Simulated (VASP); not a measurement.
Set up this calculation in VASP 6.6.1, as the native input.

| Item | Value |
| --- | --- |
| Task | electric field gradients |
| Functional | PBE |
| Potentials or basis | VASP PAW PBE potentials, release 64 (Sb) |
| Cutoff | 520 eV |
| k mesh | 13 × 13 × 13 |
| Occupations | fermi-dirac, width 0.05 eV |
| Spin | no spin polarisation |
| Dipole correction | no |
| Further INCAR settings | ALGO = Normal; EDIFF = 1e-08; NBANDS = 8 |

The structure of Sb lies in POSCAR:

```
Sb
1.0
    3.1809277622      0.0000000000      0.0000000000
    0.0000000000      3.1809277622      0.0000000000
    0.0000000000      0.0000000000      3.1809277622
Sb
1
Direct
    0.0000000000      0.0000000000      0.0000000000
```

This cell differs from its parent crystal: volume scaled by 1.02.

The input as run:

INCAR

```
PREC     = Accurate       # precision mode
ENCUT    = 520            # plane-wave cutoff, eV
EDIFF    = 1E-8           # SCF threshold, eV
ISMEAR   = -1             # smearing method
SIGMA    = 0.05           # smearing width, eV
LREAL    = False          # projectors in reciprocal space
LASPH    = True           # aspherical terms in the spheres
NELM     = 80             # most SCF steps
ALGO     = Normal         # electronic algorithm
ISIF     = 2              # what is computed and relaxed
LWAVE    = False          # write WAVECAR
LCHARG   = False          # write CHGCAR
GGA      = PE             # functional
LEFG     = True         
NBANDS   = 8              # bands
```

KPOINTS

```
Automatic mesh
0
Gamma
  13 13 13
```

Potentials or basis: VASP PAW PBE potentials, release 64 (Sb).

The run is started by

```bash
$ cat potpaw_PBE.64/Sb/POTCAR > POTCAR
$ mpirun -np 1 vasp_std > vasp.out
```

Results of the run:

* Pressure: -3.4 GPa

Caveat: without QUAD_EFG the Cq values of the log hold for a quadrupole moment of 1 mb, not for the nuclei.

It took 26 s on 1 thread of Intel Xeon 8259CL, with other jobs on the host, peak memory 0.15 GiB.
